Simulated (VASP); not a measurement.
A run of VASP 6.6.1 is set up as follows.

The input POSCAR:

```
AlNi
1.0
    1.9200181183     -1.9425589801     -0.0037790393
    1.9512319427      1.9735411424      0.0255001712
    0.0173630105      0.0232309344      3.1752880394
Al Ni
1 1
Direct
   -0.0042343019      0.0203536993     -0.0081235684
    0.5000516049      0.4946897599      0.4962920952
```

File INCAR.step1:

```
SYSTEM = AlNi
PREC = Accurate ; ENCUT = 760
ISMEAR = 0 ; SIGMA = 0.1
LREAL = .False. ; LASPH = .True.
NELM = 120 ; NBANDS = 18
GGA = PE ; ALGO = Normal
EDIFF = 1E-5 ; LWAVE = .True.
LCHARG = .False. ; GGA_COMPAT = .False.
```

The input INCAR.step2:

```
SYSTEM = AlNi
PREC = Accurate ; ENCUT = 760
EDIFF = 1E-6 ; ISMEAR = 0
SIGMA = 0.1 ; LREAL = .False.
LASPH = .True. ; NELM = 120
ALGO = Normal ; ISIF = 2
LWAVE = .False. ; LCHARG = .True.
METAGGA = R2SCAN ; LMIXTAU = .True.
LELF = .True. ; LVHAR = .True.
NBANDS = 18 ; ISTART = 1
GGA_COMPAT = .False.
```

The input KPOINTS:

```
Automatic mesh
0
Gamma
  1 1 1
  0 0 0
```

Potentials or basis: VASP PAW PBE potentials, release 64 (Al, Ni_sv_GW).

The run is started by

```bash
$ cat potpaw_PBE.64/Al/POTCAR potpaw_PBE.64/Ni_sv_GW/POTCAR > POTCAR
$ cp INCAR.step1 INCAR
$ mpirun -np 1 vasp_gam > vasp.out
$ cp INCAR.step2 INCAR
$ mpirun -np 1 vasp_gam > vasp.out
```

**Question.** Estimate the band gap on the k mesh.

**Answer.** Zero (an odd number of electrons rules out a gap without spin polarisation).

**Question.** What does it give for the largest force?

**Answer.** 0.100 eV/Å.

Stress tensor (GPa, compression positive):
```
-66.62  -0.80  -0.53
 -0.80 -66.10  -0.64
 -0.53  -0.64 107.98
```

Caveat: the k points lie up to 2.30 Å⁻¹ apart, too coarse for converged energies and pressures of a metal; the PAW data sets were made with another functional, which shifts forces and pressure a little. Spin polarisation is off, so any magnetic state and its effect on volume and gap are missing.
